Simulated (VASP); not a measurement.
# Li7Sb in VASP: notebook

Li7Sb is run at these levels: PBE; tasks: single point, relaxation of cell and atoms.

Program: VASP 6.6.1. These are calculated values, not measurements. Logs are shortened: lines on timing, memory, paths and dates and some standing lists are left out, and cuts for length are marked.

### 1 The cell of the first run

The typed cell holds 8 atoms: a = 5.987 Å, b = 5.987 Å, c = 5.987 Å, α = 60.00°, β = 60.00°, γ = 60.00°.

The cell was built from a structure type or drawn by symmetry, and may not be a known phase.

### 2 Single point, PBE

The input, INCAR:

```
ALGO = Normal ; EDIFF = 1E-7
ENCUT = 520 ; GGA = PE
ISIF = 2 ; ISMEAR = 0
LASPH = True ; LCHARG = False
LREAL = False ; LWAVE = False
NBANDS = 23 ; NELM = 80
PREC = Accurate ; SIGMA = 0.1
```

The input, KPOINTS:

```
k-points
0
Gamma
  4 4 4
```

The input, POSCAR:

```
Li7Sb
1.0
    0.0000000000      4.2333395877      4.2333395877
    4.2333395877      0.0000000000      4.2333395877
    4.2333395877      4.2333395877      0.0000000000
Li Sb
7 1
Direct
    0.5003630847      0.9996369153      0.9996369153
    0.9996369153      0.5003630847      0.5003630847
    0.9996369153      0.5003630847      0.9996369153
    0.5003630847      0.9996369153      0.5003630847
    0.9996369153      0.9996369153      0.5003630847
    0.5003630847      0.5003630847      0.9996369153
    0.5000000000      0.5000000000      0.5000000000
    0.0000000000      0.0000000000      0.0000000000
```

Potentials or basis: VASP PAW PBE potentials, release 64 (Li_sv, Sb).

Started as:

```bash
$ cat potpaw_PBE.64/Li_sv/POTCAR potpaw_PBE.64/Sb/POTCAR > POTCAR
$ mpirun -np 1 vasp_std > vasp.out
```

OUTCAR:

```text
EDIFF = 1E-7
   ENCUT = 520
   GGA = PE
   ISIF = 2
   ISMEAR = 0
   LASPH = True
   LREAL = False
   NELM = 80
   PREC = Accurate

 ion  position               nearest neighbor table
   1  0.500  1.000  1.000-   8 2.99   8 2.99
   2  1.000  0.500  0.500-   8 2.99   8 2.99
   3  1.000  0.500  1.000-   8 2.99   8 2.99
   4  0.500  1.000  0.500-   8 2.99   8 2.99
   5  1.000  1.000  0.500-   8 2.99   8 2.99
   6  0.500  0.500  1.000-   8 2.99   8 2.99
   7  0.500  0.500  0.500-
   8  0.000  0.000  0.000-   1 2.99   4 2.99   6 2.99   2 2.99   3 2.99   6 2.99   2 2.99   4 2.99
                             5 2.99   1 2.99   3 2.99   5 2.99

  LATTYP: Found a face centered cubic cell.
 ALAT       =     8.4666791754

  Lattice vectors:

 A1 = (   0.0000000000,   4.2333395877,   4.2333395877)
 A2 = (   4.2333395877,   0.0000000000,   4.2333395877)
 A3 = (   4.2333395877,   4.2333395877,   0.0000000000)

Analysis of symmetry for initial positions (statically):
=====================================================================
 Subroutine PRICEL returns:
 Original cell was already a primitive cell.

 Routine SETGRP: Setting up the symmetry group for a
 face centered cubic supercell.

 Subroutine GETGRP returns: Found 24 space group operations
 (whereof 24 operations were pure point group operations)
 out of a pool of 48 trial point group operations.

The static configuration has the point symmetry T_d .

Analysis of symmetry for dynamics (positions and initial velocities):
=====================================================================
 Subroutine PRICEL returns:
 Original cell was already a primitive cell.

 Routine SETGRP: Setting up the symmetry group for a
 face centered cubic supercell.

 Subroutine GETGRP returns: Found 24 space group operations
 (whereof 24 operations were pure point group operations)
 out of a pool of 48 trial point group operations.

The dynamic configuration has the point symmetry T_d .

 Subroutine INISYM returns: Found 24 space group operations
 (whereof 24 operations are pure point group operations),
 and found     1 'primitive' translations

----------------------------------------------------------------------------------------

[... 89 lines left out ...]
   EDIFFG = 0.1E-05   stopping-criterion for IOM
   NSW    =      0    number of steps for IOM
   IBRION =     -1    ionic relax: 0-MD 1-quasi-New 2-CG
   NFREE  =      0    steps in history (QN), initial steepest desc. (CG)
   ISIF   =      2    stress and relaxation
   ISYM   =      2    0-nonsym 1-usesym 2-fastsym
   POTIM  = 0.5000    time-step for ionic-motion
   TEBEG  =    0.0;   TEEND  =   0.0 temperature during run
   PSTRESS=    0.0 pullay stress
   NELECT =      26.0000    total number of electrons
   NUPDOWN=      -1.0000    fix difference up-down
   EMIN   =  10.00;   EMAX   =-10.00  energy-range for DOS
   EFERMI =   0.00;   METHOD = LEGACY
   ISMEAR =     0;   SIGMA  =   0.10  broadening in eV -4-tet -1-fermi 0-gaus
   EFERMI_NEDOS =   21; number of points for ismear=-14 and -15
   IALGO  =     38    algorithm
   IMIX   =      4    mixing-type and parameters
     AMIX     =   0.40;   BMIX     =  1.00
     AMIX_MAG =   1.60;   BMIX_MAG =  1.00
  volume/ion in A,a.u.               =      18.97       127.99
  Fermi-wavevector in a.u.,A,eV,Ry     =   0.909298  1.718324 11.249605  0.826823
  Thomas-Fermi vector in A             =   2.033326
   LORBIT       =      0    0 simple, 1 ext, 2 COOP (PROOUT), +10 PAW based schemes
   GGA     = PE    functional components
   LHFCALC =     F    Hartree Fock is set to
   AEXX    =    0.0000 exact exchange contribution
   IVDW    =     0    specifies the selected vdW correction
   LEPSILON=     F    determine dielectric tensor
   LRPA    =     F    only Hartree local field effects (RPA)
 non-spin polarized calculation
 Gauss-broadening in eV      SIGMA  =   0.10
  energy-cutoff  :      520.00
  volume of cell :      151.73
 maximum number of plane-waves:      4128
 NGX is ok and might be reduce to    48
   NGX = 23   NGY = 23   NGZ = 23

 number of electron      25.9999973 magnetization

 Free energy of the ion-electron system (eV)
  ---------------------------------------------------
  ext. energy  EPLUGINS =         0.00000000
  ---------------------------------------------------
  free energy    TOTEN  =       -18.98832118 eV

  energy without entropy =      -18.96357878  energy(sigma->0) =      -18.97594998

 E-fermi :   2.4881     XC(G=0):  -7.8388

 val. band max:        2.4100269755   @ k =  -0.2500   0.2500   0.0000
 cond. band min:       2.5230764347   @ k =  -0.2500   0.2500   0.0000
 fundamental gap:      0.1130494592
 Fermi energy:         2.4880743941

 k-point     1 :       0.0000    0.0000    0.0000
  band No.  band energies     occupation
      1     -44.6072      2.00000
      2     -44.0941      2.00000
      3     -44.0782      2.00000
      4     -44.0782      2.00000
      5     -44.0782      2.00000
      6     -44.0706      2.00000
[... 197 lines left out ...]
     22       8.2502      0.00000
     23       8.2650      0.00000

------------------------ aborting loop because EDIFF is reached ----------------------------------------

  FORCE on cell =-STRESS in cart. coord.  units (eV):
  Direction    XX          YY          ZZ          XY          YZ          ZX
  --------------------------------------------------------------------------------------
  -------------------------------------------------------------------------------------
  Total       -0.0356821     -0.0356821     -0.0356821      0.0000000     -0.0000000      0.0000000
  in kB       -0.3767749     -0.3767749     -0.3767749      0.0000000     -0.0000000      0.0000000
  external PRESSURE =      -0.3767749 kB  Pullay stress =       0.0000000 kB

 VOLUME and BASIS-vectors are now :
 -----------------------------------------------------------------------------
  energy-cutoff  :      520.00
  volume of cell :      151.73
      direct lattice vectors                 reciprocal lattice vectors
     0.000000000  4.233339588  4.233339588    -0.118110062  0.118110062  0.118110062
     4.233339588  0.000000000  4.233339588     0.118110062 -0.118110062  0.118110062
     4.233339588  4.233339588  0.000000000     0.118110062  0.118110062 -0.118110062

 POSITION                                       TOTAL-FORCE (eV/Angst)
 -----------------------------------------------------------------------------------
      8.46361      6.35001      6.35001         0.007654     -0.000000     -0.000000
      4.23641      6.35001      6.35001        -0.007654     -0.000000     -0.000000
      6.35001      8.46361      6.35001        -0.000000      0.007654     -0.000000
      6.35001      4.23641      6.35001        -0.000000     -0.007654     -0.000000
      6.35001      6.35001      8.46361        -0.000000     -0.000000      0.007654
      6.35001      6.35001      4.23641        -0.000000     -0.000000     -0.007654
      4.23334      4.23334      4.23334        -0.000000     -0.000000     -0.000000
      0.00000      0.00000      0.00000        -0.000000     -0.000000     -0.000000
 -----------------------------------------------------------------------------------
    total drift:                               -0.000000     -0.000000     -0.000000

  FREE ENERGIE OF THE ION-ELECTRON SYSTEM (eV)
  ---------------------------------------------------
  free  energy   TOTEN  =       -18.9883211784 eV

  energy  without entropy=      -18.9635787773  energy(sigma->0) =      -18.97594998
```

stdout:

```text
POSCAR found type information on POSCAR LiSb
 POSCAR found :  2 types and       8 ions
 scaLAPACK will be used
 LDA part: xc-table for (Slater+PW92), standard interpolation
 POSCAR, INCAR and KPOINTS ok, starting setup
 FFT: planning ... GRIDC
 FFT: planning ... GRID_SOFT
 FFT: planning ... GRID
 WAVECAR not read
 entering main loop
```

Run time: 32 s. Hardware: 1 thread of Intel Xeon Platinum 8488C (Sapphire Rapids), shared host; peak memory 0.31 GiB.

What came out:

```
Free energy            : -18.9883 eV
Largest force          : 0.008 eV/Å
Band gap on the k mesh : zero (bands 13 and 14 overlap by 0.36 eV)
```

Forces on the atoms (eV/Å):
```
Li   0.008  0.000  0.000
Li  -0.008  0.000  0.000
Li   0.000  0.008  0.000
Li   0.000 -0.008  0.000
Li   0.000  0.000  0.008
Li   0.000  0.000 -0.008
Li   0.000  0.000  0.000
Sb   0.000  0.000  0.000
```

Caveat: the cutoff is under 1.25 times the usual one of these potentials, so pressure, stress and relaxed cells hold a basis-set (Pulay) error; spin-orbit coupling is left out, which moves the levels of the heavy elements.

### 3 Single point, PBE

This run uses another cell than the first one, of 18.84 Å³/atom.

The input, INCAR:

```
  PREC = Accurate
  ENCUT = 520
  EDIFF = 1E-7
  ISMEAR = 0
  SIGMA = 0.1
  LREAL = False
  LASPH = True
  NELM = 80
  ALGO = Fast
  ISIF = 2
  LWAVE = False
  LCHARG = False
  GGA = PE
  NBANDS = 23
```

The input, KPOINTS:

```
Automatic mesh
0
Gamma
  8 8 8
```

The input, POSCAR:

```
Li7Sb
1.0
    0.0000000000      4.2239847918      4.2239847918
    4.2239847918      0.0000000000      4.2239847918
    4.2239847918      4.2239847918      0.0000000000
Li Sb
7 1
Direct
    0.5000000000      0.0000000000      0.0000000000
    0.0000000000      0.5000000000      0.5000000000
    0.0000000000      0.5000000000      0.0000000000
    0.5000000000      0.0000000000      0.5000000000
    0.0000000000      0.0000000000      0.5000000000
    0.5000000000      0.5000000000      0.0000000000
    0.5000000000      0.5000000000      0.5000000000
    0.0000000000      0.0000000000      0.0000000000
```

Potentials or basis: VASP PAW PBE potentials, release 64 (Li_sv, Sb).

Started as:

```bash
$ cat potpaw_PBE.64/Li_sv/POTCAR potpaw_PBE.64/Sb/POTCAR > POTCAR
$ mpirun -np 1 vasp_std > vasp.out
```

Run time: 4.9 min. Hardware: 1 thread of Intel Xeon Platinum 8488C (Sapphire Rapids), shared host; peak memory 0.37 GiB.

Results (log left out):

| Item | Value |
| --- | --- |
| Free energy | -19.1284 eV |
| Band gap on the k mesh | zero (bands 13 and 14 overlap by 0.56 eV) |

Levels at points of the mesh, in eV from the Fermi level:
| k point | band 9 | band 10 | band 11 | band 12 | band 13 | band 14 | band 15 | band 16 | band 17 | band 18 |
| --- | --- | --- | --- | --- | --- | --- | --- | --- | --- | --- |
| (0.00, 0.00, 0.00) | -2.50 | -2.50 | -2.50 | -1.92 | -0.19 | 0.77 | 0.77 | 0.77 | 2.64 | 2.64 |
| (0.50, 0.00, 0.00) | -3.69 | -2.36 | -2.36 | -1.15 | 0.15 | 0.15 | 0.21 | 1.52 | 2.39 | 3.76 |
| (0.50, 0.50, 0.00) | -3.43 | -2.66 | -2.66 | -1.72 | -0.80 | 1.90 | 1.95 | 1.95 | 3.15 | 3.15 |

Caveat: the cutoff is under 1.25 times the usual one of these potentials, so pressure, stress and relaxed cells hold a basis-set (Pulay) error; spin-orbit coupling is left out, which moves the levels of the heavy elements.

### 4 Relaxation of cell and atoms, PBE

The input, INCAR:

```
ALGO = Fast ; EDIFF = 1E-6
EDIFFG = -0.01 ; ENCUT = 600
GGA = PE ; IBRION = 2
ISIF = 3 ; ISMEAR = 0
LASPH = T ; LCHARG = F
LREAL = F ; LWAVE = F
NELM = 60 ; NSW = 100
PREC = Accurate ; SIGMA = 0.1
```

The input, KPOINTS:

```
k-points
0
Gamma
  8 8 8
```

Edit POSCAR of step 3 so:

```diff
@@ -2,5 +2,5 @@
 1.0
-    0.0000000000      4.2239847918      4.2239847918
-    4.2239847918      0.0000000000      4.2239847918
-    4.2239847918      4.2239847918      0.0000000000
+    0.0000000000      4.2333395877      4.2333395877
+    4.2333395877      0.0000000000      4.2333395877
+    4.2333395877      4.2333395877      0.0000000000
 Li Sb
```

Started as:

```bash
$ cat potpaw_PBE.64/Li_sv/POTCAR potpaw_PBE.64/Sb/POTCAR > POTCAR
$ mpirun -np 1 vasp_std > vasp.out
```

Wall time 4.4 min (1 thread of Intel Xeon Platinum 8488C (Sapphire Rapids), shared host); peak memory 0.39 GiB.

It converged, with:

```yaml
Free_energy: -19.1277 eV
Relaxed_volume: 18.80 Å³/atom
Relaxed_cell: a = 5.969 Å, b = 5.969 Å, c = 5.969 Å, α = 60.00°, β = 60.00°, γ = 60.00°
Space_group_after_relaxing_to_0.1_Å: Fm-3m (No. 225)
Energy_gained_by_relaxing: 0.2 meV/atom
Ionic_steps: 3
Pressure_after_relaxing: -0.1 GPa
Band_gap_on_the_k_mesh: zero (bands 13 and 14 overlap by 0.56 eV)
```

Step by step:
```tsv
step	energy change (eV)	largest force (eV/Å)	pressure (GPa)	volume (Å³)
1	0.0000	0.0000	-0.23	151.73
2	-0.0007	0.0000	-0.16	151.14
3	-0.0012	0.0000	-0.07	150.42
```

Final structure:
```yaml
crystal:
  lattice:
    - [0.00000, 4.22105, 4.22105]
    - [4.22105, 0.00000, 4.22105]
    - [4.22105, 4.22105, 0.00000]
  atoms:
    - { symbol: Li, position: [0.50000, 0.00000, 0.00000] }
    - { symbol: Li, position: [0.00000, 0.50000, 0.50000] }
    - { symbol: Li, position: [0.00000, 0.50000, 0.00000] }
    - { symbol: Li, position: [0.50000, 0.00000, 0.50000] }
    - { symbol: Li, position: [0.00000, 0.00000, 0.50000] }
    - { symbol: Li, position: [0.50000, 0.50000, 0.00000] }
    - { symbol: Li, position: [0.50000, 0.50000, 0.50000] }
    - { symbol: Sb, position: [0.00000, 0.00000, 0.00000] }
```

Levels at points of the mesh, in eV from the Fermi level:
| k point | band 10 | band 11 | band 12 | band 13 | band 14 | band 15 | band 16 | band 17 |
| --- | --- | --- | --- | --- | --- | --- | --- | --- |
| (0.00, 0.00, 0.00) | -2.50 | -2.50 | -1.91 | -0.19 | 0.77 | 0.77 | 0.77 | 2.64 |
| (0.50, 0.00, 0.00) | -2.36 | -2.36 | -1.15 | 0.15 | 0.15 | 0.20 | 1.52 | 2.40 |
| (0.50, 0.50, 0.00) | -2.66 | -2.66 | -1.73 | -0.80 | 1.90 | 1.95 | 1.95 | 3.15 |

Caveat: the cutoff is under 1.25 times the usual one of these potentials, so pressure, stress and relaxed cells hold a basis-set (Pulay) error; spin-orbit coupling is left out, which moves the levels of the heavy elements.

### 5 Summary

| task | cell | k mesh | cutoff (eV) | gap on the mesh (eV) |
| --- | --- | --- | --- | --- |
| single point | a = 5.987 Å, angles 60.0°, 8 atoms | 4 × 4 × 4 | 520 | none |
| single point | a = 5.974 Å, angles 60.0°, 8 atoms | 8 × 8 × 8 | 520 | none |
| relaxation of cell and atoms | relaxed from a = 5.987 Å, angles 60.0°, 8 atoms | 8 × 8 × 8 | 600 | none |

Alike in all rows: level PBE; potentials or basis VASP PAW PBE potentials, release 64 (Li_sv, Sb); no spin polarisation; smearing gaussian 0.1 eV.

Caveats: the cutoff is under 1.25 times the usual one of these potentials, so pressure, stress and relaxed cells hold a basis-set (Pulay) error; spin-orbit coupling is left out, which moves the levels of the heavy elements.

Total energies depend on the potentials used, so only differences within one code and one set of settings carry meaning.
